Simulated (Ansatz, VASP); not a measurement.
Two plane-wave programs on Zr3SN4

```
Zr S N
1.0
     5.05989    0.00000    0.00000
     0.00000    5.05989    0.00000
     0.00000    0.00000    5.05989
Zr S N
3 1 4
Direct
  0.00000 0.50000 0.50000
  0.50000 0.50000 0.00000
  0.50000 0.00000 0.50000
  0.00000 0.00000 0.00000
  0.70909 0.70909 0.29091
  0.70909 0.29091 0.70909
  0.29091 0.70909 0.70909
  0.29091 0.29091 0.29091
```

Change from the starting cell: species swapped into the ZnCd3Se4 type (P-43m, No. 215).

Alike in both runs: task single point; functional PBE; k mesh 4 × 4 × 4; occupations gaussian, width 0.1 eV; collinear spin.

|  | VASP | Ansatz |
| --- | --- | --- |
| version | VASP 6.6.1 | Ansatz 0.2.0 |
| potentials or method | VASP PAW PBE potentials, release 64 (Zr_sv, S, N), cutoff 520 eV | scalar-relativistic, plane waves, PAW |
| valence electrons in the cell | 62 | 62 |

Ansatz gave:

| Item | Value |
| --- | --- |
| gap on the k mesh at the Fermi level (eV) | none |
| pressure (GPa) | 0.2 |
| rms of the force components (eV/Å) | 0.010 |
| net moment per atom (μB) | 0.00 |

Problem. What did VASP give for the same quantities?

Solution. gap on the k mesh at the Fermi level (eV): none; pressure (GPa): 0.3; rms of the force components (eV/Å): 0.005; net moment per atom (μB): 0.00.

Atom by atom the forces differ by 0.006 eV/Å (rms over components). A gap of «none» marks a metal or a gap that the smearing closes. With one functional, cell and mesh, what is left measures potentials, basis and numerics. Ansatz's warnings: seeded moment not kept.
